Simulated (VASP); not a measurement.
Runs of VASP 6.6.1 on Ca. The structure is that of space group Im-3m (No. 229), or close to it. The cells are those of the table. 

```csv
task,level,potentials or basis,cell,k mesh,cutoff (eV),smearing,k mesh for the DOS,occupations for the DOS,gap on the mesh (eV),pressure (GPa)
single point,PBE,"VASP PAW PBE potentials, release 64 (Ca_sv)","a = 3.814 Å, angles 109.4, 109.4, 109.7°, 1 atom",6 × 6 × 6,500,tetrahedron,-,-,none,(a)
single point,r2SCAN,"VASP PAW PBE potentials, release 64 (Ca_sv)","a = 3.814 Å, angles 109.4, 109.4, 109.7°, 1 atom",6 × 6 × 6,550,methfessel-paxton 0.22 eV,-,-,none,0.4
single point,PBE,"VASP PAW PBE potentials, release 64 (Ca_sv)","a = 3.814 Å, angles 109.4, 109.4, 109.7°, 1 atom","4 × 2 × 1, shifted",520,methfessel-paxton 0.1 eV,-,-,none,0.9
single point,PBE+D3(BJ),"VASP PAW PBE potentials, release 64 (Ca_sv)","a = 3.814 Å, angles 109.4, 109.4, 109.7°, 1 atom",6 × 6 × 6,500,gaussian 0.1 eV,-,-,none,-1.0
single point,PBE,"VASP PAW PBE potentials, release 64 (Ca_sv)","a = 3.814 Å, angles 109.4, 109.4, 109.7°, 1 atom",6 × 6 × 6,520,fermi-dirac 0.5 eV,-,-,none,0.1
single point,PBE,"VASP PAW PBE potentials, release 64 (Ca_sv)","a = 3.901 Å, angles 109.4, 109.4, 109.7°, 1 atom",6 × 6 × 6,500,gaussian 0.1 eV,-,-,none,-1.1
single point,LDA,"VASP PAW LDA potentials, release 64 (Ca_sv)","a = 3.814 Å, angles 109.4, 109.4, 109.7°, 1 atom",6 × 6 × 6,500,gaussian 0.1 eV,-,-,none,(b)
```

Alike in all rows: no spin polarisation.

Problem. Estimate the missing entries.

Solution. (a) -0.5; (b) -1.9.

Caveats: some runs use coarse meshes; tetrahedron occupations give inexact forces and stress in metals (some runs); the PAW data sets were made with another functional, which shifts forces and pressure a little (some runs); pairwise dispersion overbinds metals, which lowers pressure and volume (some runs).

A gap of «none» marks levels without a gap at the run's occupations.
